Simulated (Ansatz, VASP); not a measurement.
## Ru: VASP beside Ansatz

File INCAR:

```
SYSTEM = Ru
  PREC = Accurate
  ENCUT = 520
  EDIFF = 1E-6
  ISMEAR = -1
  SIGMA = 0.1
  LREAL = .FALSE.
  LASPH = .TRUE.
  NELM = 60
  ALGO = Normal
  ISIF = 2
  LWAVE = .FALSE.
  LCHARG = .TRUE.
  GGA = CA
  LELF = .TRUE.
  LVHAR = .TRUE.
  NBANDS = 21
```

Contents of KPOINTS:

```
regular mesh
0
G
  13 13 8
  0 0 0
```

The input POSCAR:

```
Ru
1.0
    2.6775346364      0.0000000000      0.0000000000
   -1.3387673182      2.3188130146      0.0000000000
    0.0000000000      0.0000000000      4.2181251212
Ru
2
Direct
    0.3333333333      0.6666666667      0.2500000000
    0.6666666667      0.3333333333      0.7500000000
```

Input for Ansatz:

```yaml
crystal:
  lattice:
    - [2.6775346364, 0.0, 0.0]
    - [-1.3387673182, 2.3188130146, 0.0]
    - [0.0, 0.0, 4.2181251212]
  atoms:
    - { symbol: Ru, position: [0.3333333333, 0.6666666667, 0.25] }
    - { symbol: Ru, position: [0.6666666667, 0.3333333333, 0.75] }
hamiltonian:
  xc: lda
  pseudopotentials:
    kind: paw
    azcp:
      Ru: "pseudopotentials/Ru.paw.azcp"
basis:
  ecutwfc: 500
  fft_grid_basis: typed
kpoints:
  mp_grid: { grid: [13, 13, 8], shift: [0, 0, 0] }
magnetization:
  spin_polarized: false
scf:
  occupations: { method: fermi_dirac, width: 0.1 }
  lower_state_search: "off"
output:
  stress: true
```

Alike in both runs: task single point; functional LDA; k mesh 13 × 13 × 8; occupations fermi-dirac, width 0.1 eV; no spin polarisation.

|  | VASP | Ansatz |
| --- | --- | --- |
| version | VASP 6.6.1 | Ansatz 0.2.0 |
| potentials or method | VASP PAW LDA potentials, release 64 (Ru_pv), cutoff 520 eV | plane waves (500 eV) with PAW, scalar-relativistic |
| valence electrons in the cell | 28 | 32 |

VASP gave:

| Item | Value |
| --- | --- |
| pressure (GPa) | 1.0 |
| traceless stress, the component that is largest in VASP (GPa) | 0.06 |

Q: What did Ansatz give for the same quantities?

A: Pressure (GPa): 0.0; traceless stress, the component that is largest in VASP (GPa): 0.00.

Ansatz warns that its potentials were made for another functional, while VASP's fit it. LDA's correlation is that of Perdew and Zunger in VASP and of Perdew and Wang (1992) in Ansatz. VASP's potentials hold 28 valence electrons a cell and Ansatz's 32, so a difference there can come from the potentials and not from the codes.
